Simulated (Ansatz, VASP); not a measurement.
## Two plane-wave programs on Be2Se3

```
Be Se
1.0
     3.78259    0.00000    0.00000
     0.00000    3.78259    0.00000
     0.00000    0.00000    7.18757
Be Se
2 3
Direct
  0.00000 0.50000 0.18143
  0.50000 0.00000 0.81857
  0.00000 0.00000 0.00000
  0.50000 0.50000 0.66425
  0.50000 0.50000 0.33575
```

Alike in both runs: functional PBE; k mesh 8 × 8 × 4; occupations gaussian, width 0.1 eV; no spin polarisation.

Ansatz relaxed the structure, and its values are those at the end. VASP's run is a single point on that final structure, the one shown.

```csv
,VASP,Ansatz
version,VASP 6.6.1,Ansatz 0.2.0
potentials or method,"VASP PAW PBE potentials, release 64 (Be, Se), cutoff 520 eV","scalar-relativistic, plane waves, PAW"
valence electrons in the cell,22,52
```

|  | VASP | Ansatz | Ansatz less VASP |
| --- | --- | --- | --- |
| gap on the k mesh at the Fermi level (eV) | none | none | - |
| pressure (GPa) | 0.1 | 0.0 | -0.14 |
| rms of the force components (eV/Å) | 0.005 | 0.000 | -0.0043 |

A gap of «none» marks a metal or a gap that the smearing closes. VASP's potentials hold 22 valence electrons a cell and Ansatz's 52, so a difference there can come from the potentials and not from the codes.
